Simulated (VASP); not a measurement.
# BaTiO3 (Pm-3m) in VASP: a series of runs

BaTiO3 is run at these levels: r2SCAN; tasks: single point.

Program: VASP 6.6.1. These are calculated values, not measurements. Logs are shortened: lines on timing, memory, paths and dates and some standing lists are left out, and cuts for length are marked.

## Step 1: The cell of the first run

It takes space group Pm-3m (No. 221, cubic). The conventional cell has a = 3.756 Å, b = 3.756 Å, c = 3.756 Å, α = 90.00°, β = 90.00°, γ = 90.00°. Ba (site symmetry m-3m) has 12 O at 2.66 Å and 8 Ti at 3.25 Å within 3.5 Å. Within 2.5 Å of Ti (site symmetry m-3m) lie 6 O at 1.88 Å. Within 2.5 Å of O (site symmetry 4/mmm) lie 2 Ti at 1.88 Å.

## Step 2: Single point, r2SCAN

Contents of POSCAR:

```
BaTiO3
1.0
    3.7564765238      0.0000000000      0.0000000000
    0.0000000000      3.7564765238      0.0000000000
    0.0000000000      0.0000000000      3.7564765238
Ba Ti O
1 1 3
Direct
    0.5000000000      0.5000000000      0.5000000000
    0.0000000000      0.0000000000      0.0000000000
    0.5000000000      0.0000000000      0.0000000000
    0.0000000000      0.5000000000      0.0000000000
    0.0000000000      0.0000000000      0.5000000000
```

Contents of INCAR.step1:

```
PREC = Accurate
ENCUT = 520
ISMEAR = 0
SIGMA = 0.02
LREAL = F
LASPH = T
NELM = 80
NBANDS = 28
GGA = PE
ALGO = Normal
EDIFF = 1E-4
LWAVE = T
LCHARG = F
```

Contents of INCAR.step2:

```
PREC = Accurate
ENCUT = 520
EDIFF = 1E-6
ISMEAR = 0
SIGMA = 0.02
LREAL = F
LASPH = T
NELM = 80
ALGO = Normal
ISIF = 2
LWAVE = F
LCHARG = F
METAGGA = R2SCAN
LMIXTAU = T
NBANDS = 28
ISTART = 1
```

Contents of KPOINTS:

```
Automatic mesh
0
Gamma
  8 8 8
```

Potentials or basis: VASP PAW PBE potentials, release 64 (Ba_sv, Ti_sv, O).

Command:

```sh
cat potpaw_PBE.64/Ba_sv/POTCAR potpaw_PBE.64/Ti_sv/POTCAR potpaw_PBE.64/O/POTCAR > POTCAR
cp INCAR.step1 INCAR
mpirun -np 1 vasp_std > vasp.out
cp INCAR.step2 INCAR
mpirun -np 1 vasp_std > vasp.out
```

OUTCAR:

```text
PREC = Accurate
   ENCUT = 520
   EDIFF = 1E-6
   ISMEAR = 0
   LREAL = F
   LASPH = T
   NELM = 80
   ISIF = 2
   METAGGA = R2SCAN
   ISTART = 1

 ion  position               nearest neighbor table
   1  0.500  0.500  0.500-   3 2.66   4 2.66   5 2.66   3 2.66   4 2.66   3 2.66   5 2.66   3 2.66
                             4 2.66   5 2.66   4 2.66   5 2.66   2 3.25   2 3.25   2 3.25   2 3.25
   2  0.000  0.000  0.000-   3 1.88   4 1.88   5 1.88   5 1.88   4 1.88   3 1.88   1 3.25   1 3.25
                             1 3.25   1 3.25   1 3.25   1 3.25   1 3.25   1 3.25
   3  0.500  0.000  0.000-   2 1.88   2 1.88   1 2.66   1 2.66   1 2.66   1 2.66
   4  0.000  0.500  0.000-   2 1.88   2 1.88   1 2.66   1 2.66   1 2.66   1 2.66
   5  0.000  0.000  0.500-   2 1.88   2 1.88   1 2.66   1 2.66   1 2.66   1 2.66

  LATTYP: Found a simple cubic cell.
 ALAT       =     3.7564765238

  Lattice vectors:

 A1 = (   3.7564765238,   0.0000000000,   0.0000000000)
 A2 = (   0.0000000000,   3.7564765238,   0.0000000000)
 A3 = (   0.0000000000,   0.0000000000,   3.7564765238)

Analysis of symmetry for initial positions (statically):
=====================================================================
 Subroutine PRICEL returns:
 Original cell was already a primitive cell.

 Routine SETGRP: Setting up the symmetry group for a
 simple cubic supercell.

 Subroutine GETGRP returns: Found 48 space group operations
 (whereof 48 operations were pure point group operations)
 out of a pool of 48 trial point group operations.

The static configuration has the point symmetry O_h .

Analysis of symmetry for dynamics (positions and initial velocities):
=====================================================================
 Subroutine PRICEL returns:
 Original cell was already a primitive cell.

 Routine SETGRP: Setting up the symmetry group for a
 simple cubic supercell.

 Subroutine GETGRP returns: Found 48 space group operations
 (whereof 48 operations were pure point group operations)
 out of a pool of 48 trial point group operations.

The dynamic configuration has the point symmetry O_h .

 Subroutine INISYM returns: Found 48 space group operations
 (whereof 48 operations are pure point group operations),
 and found     1 'primitive' translations

----------------------------------------------------------------------------------------

                                     Primitive cell

  volume of cell :      53.0081

  direct lattice vectors                    reciprocal lattice vectors
     3.756476524  0.000000000  0.000000000     0.266206908  0.000000000  0.000000000
     0.000000000  3.756476524  0.000000000     0.000000000  0.266206908  0.000000000
     0.000000000  0.000000000  3.756476524     0.000000000  0.000000000  0.266206908

  length of vectors
     3.756476524  3.756476524  3.756476524     0.266206908  0.266206908  0.266206908

  position of ions in fractional coordinates (direct lattice)
     0.500000000  0.500000000  0.500000000
     0.000000000  0.000000000  0.000000000
     0.500000000  0.000000000  0.000000000
     0.000000000  0.500000000  0.000000000
     0.000000000  0.000000000  0.500000000

  ion indices of the primitive-cell ions
   primitive index   ion index
                 1           1
                 2           2
                 3           3
                 4           4
                 5           5

----------------------------------------------------------------------------------------

 KPOINTS: Automatic mesh

Automatic generation of k-mesh.
 Grid dimensions read from file:
 generate k-points for:    8    8    8

 Generating k-lattice:

  Cartesian coordinates                     Fractional coordinates (reciprocal lattice)
     0.033275863  0.000000000  0.000000000     0.125000000  0.000000000  0.000000000
     0.000000000  0.033275863  0.000000000     0.000000000  0.125000000  0.000000000
     0.000000000  0.000000000  0.033275863     0.000000000  0.000000000  0.125000000

  Length of vectors
     0.033275863  0.033275863  0.033275863

  Shift w.r.t. Gamma in fractional coordinates (k-lattice)
     0.000000000  0.000000000  0.000000000

 Subroutine IBZKPT returns following result:
 ===========================================

 Found     35 irreducible k-points:

 Following reciprocal coordinates:
            Coordinates               Weight
  0.000000  0.000000  0.000000      1.000000
  0.125000  0.000000  0.000000      6.000000
  0.250000  0.000000  0.000000      6.000000
  0.375000  0.000000  0.000000      6.000000
  0.500000  0.000000  0.000000      3.000000
  0.125000  0.125000  0.000000     12.000000
[... 16 lines left out ...]
  0.375000  0.375000  0.125000     24.000000
  0.500000  0.375000  0.125000     24.000000
 [... further k-points ...]
   k-points           NKPTS =     35   k-points in BZ     NKDIM =     35   number of bands    NBANDS=     28
   number of dos      NEDOS =    301   number of ions     NIONS =      5
   total plane-waves  NPLWV =  21952
   dimension x,y,z NGX =    28 NGY =   28 NGZ =   28
   dimension x,y,z NGXF=    56 NGYF=   56 NGZF=   56
   ions per type =               1   1   3
   NGX,Y,Z   is equivalent  to a cutoff of  12.39, 12.39, 12.39 a.u.
   NGXF,Y,Z  is equivalent  to a cutoff of  24.78, 24.78, 24.78 a.u.
 SYSTEM =  unknown system
   PREC   = accura    normal or accurate (medium, high low for compatibility)
   ISTART =      1    job   : 0-new  1-cont  2-samecut
   ICHARG =      0    charge: 1-file 2-atom 10-const
   ISPIN  =      1    spin polarized calculation?
   LNONCOLLINEAR =      F non collinear calculations
   LSORBIT =      F    spin-orbit coupling
   LASPH  =      T    aspherical Exc in radial PAW
   ENCUT  =  520.0 eV  38.22 Ry    6.18 a.u.   6.98  6.98  6.98*2*pi/ulx,y,z
   NELM   =     80;   NELMIN=  2; NELMDL=  0     # of ELM steps
   EDIFF  = 0.1E-05   stopping-criterion for ELM
   LREAL  =      F    real-space projection
   EDIFFG = 0.1E-04   stopping-criterion for IOM
   NSW    =      0    number of steps for IOM
   IBRION =     -1    ionic relax: 0-MD 1-quasi-New 2-CG
   NFREE  =      0    steps in history (QN), initial steepest desc. (CG)
   ISIF   =      2    stress and relaxation
   ISYM   =      2    0-nonsym 1-usesym 2-fastsym
   POTIM  = 0.5000    time-step for ionic-motion
   TEBEG  =    0.0;   TEEND  =   0.0 temperature during run
   PSTRESS=    0.0 pullay stress
   NELECT =      40.0000    total number of electrons
   NUPDOWN=      -1.0000    fix difference up-down
   EMIN   =  10.00;   EMAX   =-10.00  energy-range for DOS
   EFERMI =   0.00;   METHOD = LEGACY
   ISMEAR =     0;   SIGMA  =   0.02  broadening in eV -4-tet -1-fermi 0-gaus
   EFERMI_NEDOS =   21; number of points for ismear=-14 and -15
   IALGO  =     38    algorithm
   IMIX   =      4    mixing-type and parameters
     AMIX     =   0.40;   BMIX     =  1.00
     AMIX_MAG =   1.60;   BMIX_MAG =  1.00
  volume/ion in A,a.u.               =      10.60        71.54
  Fermi-wavevector in a.u.,A,eV,Ry     =   1.490439  2.816521 30.224088  2.221408
  Thomas-Fermi vector in A             =   2.603221
   LORBIT       =      0    0 simple, 1 ext, 2 COOP (PROOUT), +10 PAW based schemes
   METAGGA = R2SCAN    functional components
   LHFCALC =     F    Hartree Fock is set to
   AEXX    =    0.0000 exact exchange contribution
   IVDW    =     0    specifies the selected vdW correction
   LEPSILON=     F    determine dielectric tensor
   LRPA    =     F    only Hartree local field effects (RPA)
 non-spin polarized calculation
 Gauss-broadening in eV      SIGMA  =   0.02
  energy-cutoff  :      520.00
  volume of cell :       53.01
 maximum number of plane-waves:      1472
 NGX is ok and might be reduce to    28
   NGX = 13   NGY = 13   NGZ = 13

 number of electron      39.9999975 magnetization

 Free energy of the ion-electron system (eV)
  ---------------------------------------------------
  ext. energy  EPLUGINS =         0.00000000
  ---------------------------------------------------
  free energy    TOTEN  =       -72.60951549 eV

  energy without entropy =      -72.60951549  energy(sigma->0) =      -72.60951549

 E-fermi :   5.4972     XC(G=0): -13.0381

 val. band max:        5.2371920214   @ k =   0.0000   0.0000   0.0000
 cond. band min:       7.6863731762   @ k =   0.0000   0.0000   0.0000
 fundamental gap:      2.4491811548
 Fermi energy:         5.4972190055

 k-point     1 :       0.0000    0.0000    0.0000
  band No.  band energies     occupation
      1     -52.8133      2.00000
      2     -28.1223      2.00000
      3     -28.1223      2.00000
      4     -28.1223      2.00000
      5     -20.0887      2.00000
      6     -13.0145      2.00000
[... 20 lines left out ...]
     27      11.1614      0.00000
     28      15.4707      0.00000

 k-point     2 :       0.1250    0.0000    0.0000
  band No.  band energies     occupation
      1     -52.8128      2.00000
      2     -28.1450      2.00000
      3     -28.1215      2.00000
      4     -28.1215      2.00000
      5     -20.0387      2.00000
      6     -13.0923      2.00000
[... 20 lines left out ...]
     27      11.6298      0.00000
     28      15.3808      0.00000

 k-point     3 :       0.2500    0.0000    0.0000
  band No.  band energies     occupation
      1     -52.8116      2.00000
      2     -28.1990      2.00000
      3     -28.1195      2.00000
      4     -28.1195      2.00000
      5     -19.9134      2.00000
      6     -13.3827      2.00000
[... 20 lines left out ...]
     27      12.6784      0.00000
     28      15.1621      0.00000

 k-point     4 :       0.3750    0.0000    0.0000
  band No.  band energies     occupation
      1     -52.8104      2.00000
      2     -28.2520      2.00000
      3     -28.1174      2.00000
      4     -28.1174      2.00000
      5     -19.7806      2.00000
      6     -13.6952      2.00000
[... 578 lines left out ...]
     27      15.3828      0.00000
     28      15.7363      0.00000

 k-point    23 :       0.3750    0.3750    0.1250
  band No.  band energies     occupation
      1     -52.8071      2.00000
      2     -28.2420      2.00000
      3     -28.2401      2.00000
      4     -28.1340      2.00000
      5     -19.5765      2.00000
      6     -13.0741      2.00000
[... 20 lines left out ...]
     27      15.4083      0.00000
     28      16.0512      0.00000

 k-point    24 :       0.5000    0.3750    0.1250
  band No.  band energies     occupation
      1     -52.8066      2.00000
      2     -28.2619      2.00000
      3     -28.2395      2.00000
      4     -28.1332      2.00000
      5     -19.5450      2.00000
      6     -13.0263      2.00000
[... 20 lines left out ...]
     27      15.3088      0.00000
     28      16.2787      0.00000

 [... further k-points ...]

------------------------ aborting loop because EDIFF is reached ----------------------------------------

  FORCE on cell =-STRESS in cart. coord.  units (eV):
  Direction    XX          YY          ZZ          XY          YZ          ZX
  --------------------------------------------------------------------------------------
  -------------------------------------------------------------------------------------
  Total       17.8572709     17.8572709     17.8572709      0.0000000     -0.0000000      0.0000000
  in kB      539.7387911    539.7387911    539.7387911      0.0000000     -0.0000000      0.0000000
  external PRESSURE =     539.7387911 kB  Pullay stress =       0.0000000 kB

 VOLUME and BASIS-vectors are now :
 -----------------------------------------------------------------------------
  energy-cutoff  :      520.00
  volume of cell :       53.01
      direct lattice vectors                 reciprocal lattice vectors
     3.756476524  0.000000000  0.000000000     0.266206908  0.000000000  0.000000000
     0.000000000  3.756476524  0.000000000     0.000000000  0.266206908  0.000000000
     0.000000000  0.000000000  3.756476524     0.000000000  0.000000000  0.266206908

 POSITION                                       TOTAL-FORCE (eV/Angst)
 -----------------------------------------------------------------------------------
      1.87824      1.87824      1.87824         0.000000      0.000000      0.000000
      0.00000      0.00000      0.00000         0.000000      0.000000      0.000000
      1.87824      0.00000      0.00000         0.000000      0.000000      0.000000
      0.00000      1.87824      0.00000         0.000000      0.000000      0.000000
      0.00000      0.00000      1.87824         0.000000      0.000000      0.000000
 -----------------------------------------------------------------------------------
    total drift:                               -0.000000      0.000000     -0.000000

  FREE ENERGIE OF THE ION-ELECTRON SYSTEM (eV)
  ---------------------------------------------------
  free  energy   TOTEN  =       -72.6095154923 eV

  energy  without entropy=      -72.6095154923  energy(sigma->0) =      -72.60951549
```

Wall time 82 s (1 thread of Intel Xeon 6975P-C (Granite Rapids), shared host); peak memory 0.2 GiB.

What came out:

```yaml
Free_energy: -72.6095 eV
Pressure: 54.0 GPa
Band_gap_on_the_k_mesh: 2.45 eV
```

Caveat: the cell stands under pressure; the PAW data sets were made with another functional, which shifts forces and pressure a little; spin-orbit coupling is left out, which moves the levels of the heavy elements. A k mesh can miss the band edges.

## Step 3: Single point, r2SCAN

This run uses another cell than the first one, of 11.43 Å³/atom.

Edit POSCAR of step 2 so:

```diff
@@ -2,5 +2,5 @@
 1.0
-    3.7564765238      0.0000000000      0.0000000000
-    0.0000000000      3.7564765238      0.0000000000
-    0.0000000000      0.0000000000      3.7564765238
+    3.8520447055      0.0000000000      0.0000000000
+    0.0000000000      3.8520447055      0.0000000000
+    0.0000000000      0.0000000000      3.8520447055
 Ba Ti O
```

Contents of INCAR.step1:

```
PREC = Accurate
ENCUT = 520
ISMEAR = 0
SIGMA = 0.02
LREAL = False
LASPH = True
NELM = 60
NBANDS = 28
GGA = PE
ALGO = Normal
EDIFF = 1E-4
LWAVE = True
LCHARG = False
```

Contents of INCAR.step2:

```
PREC = Accurate
ENCUT = 520
EDIFF = 1E-6
ISMEAR = 0
SIGMA = 0.02
LREAL = False
LASPH = True
NELM = 60
ALGO = Normal
ISIF = 2
LWAVE = False
LCHARG = False
METAGGA = R2SCAN
LMIXTAU = True
NBANDS = 28
ISTART = 1
```

Contents of KPOINTS:

```
regular mesh
0
Gamma
  8 8 8
```

Potentials or basis: VASP PAW PBE potentials, release 64 (Ba_sv, Ti_sv, O).

Command:

```sh
cat potpaw_PBE.64/Ba_sv/POTCAR potpaw_PBE.64/Ti_sv/POTCAR potpaw_PBE.64/O/POTCAR > POTCAR
cp INCAR.step1 INCAR
mpirun -np 1 vasp_std > vasp.out
cp INCAR.step2 INCAR
mpirun -np 1 vasp_std > vasp.out
```

Run time: 99 s. Hardware: 1 thread of Intel Xeon 6975P-C (Granite Rapids), shared host; peak memory 0.21 GiB.

The run converged. Its results:

- Free energy: -73.6574 eV
- Pressure: 28.0 GPa
- Band gap on the k mesh: 2.40 eV (least direct gap 2.42 eV)

Levels at points of the mesh, in eV from the valence-band top:
```tsv
k point	band 17	band 18	band 19	band 20	band 21	band 22	band 23	band 24
(0.00, 0.00, 0.00)	-1.33	-0.02	-0.02	-0.02	2.40	2.40	2.40	5.03
(0.50, 0.00, 0.00)	-1.95	-1.95	-0.73	-0.73	2.61	4.51	4.51	5.07
(0.50, 0.50, 0.00)	-1.70	-0.78	-0.78	-0.11	4.52	4.52	5.01	6.16
(0.50, 0.50, 0.50)	-2.31	0.00	0.00	0.00	5.36	5.36	5.36	7.98
```

Caveat: the cell stands under pressure; the PAW data sets were made with another functional, which shifts forces and pressure a little; spin-orbit coupling is left out, which moves the levels of the heavy elements.
